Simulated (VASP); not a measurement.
SiO2, 6 atoms in the cell. Symmetry: I-42d, No. 122, tetragonal system. Conventional cell: a = 5.026 Å, b = 5.026 Å, c = 7.372 Å, α = 90.00°, β = 90.00°, γ = 90.00°. Si (site symmetry -4) has 4 O at 1.63 Å within 2.2 Å. O (site symmetry 2) has 2 Si at 1.63 Å within 2.2 Å. 

| Property | Result |
| --- | --- |
| Program | VASP 6.6.1 |
| Task | single point |
| Functional | PBE |
| Potentials or basis | VASP PAW PBE potentials, release 64 (Si, O) |
| Cutoff | 520 eV |
| k mesh | 6 × 6 × 6 |
| Occupations | gaussian, width 0.02 eV |
| Spin | no spin polarisation |
| Dipole correction | no |
| Further INCAR settings | ALGO = Normal; EDIFF = 1e-06; NBANDS = 25 |

Potentials or basis: VASP PAW PBE potentials, release 64 (Si, O).

Run with:

```console
$ cat potpaw_PBE.64/Si/POTCAR potpaw_PBE.64/O/POTCAR > POTCAR
$ mpirun -np 1 vasp_std > vasp.out
```

Hardware: 1 thread of Intel(R) Xeon(R) 6975P-C (Granite Rapids), on a shared host.

Q: How long does it take, and how much memory?

A: Wall time 42 s on 1 thread of Intel(R) Xeon(R) 6975P-C (Granite Rapids), with other jobs on the host, peak memory 0.25 GiB. Counts: scf iterations 14, k points 30.
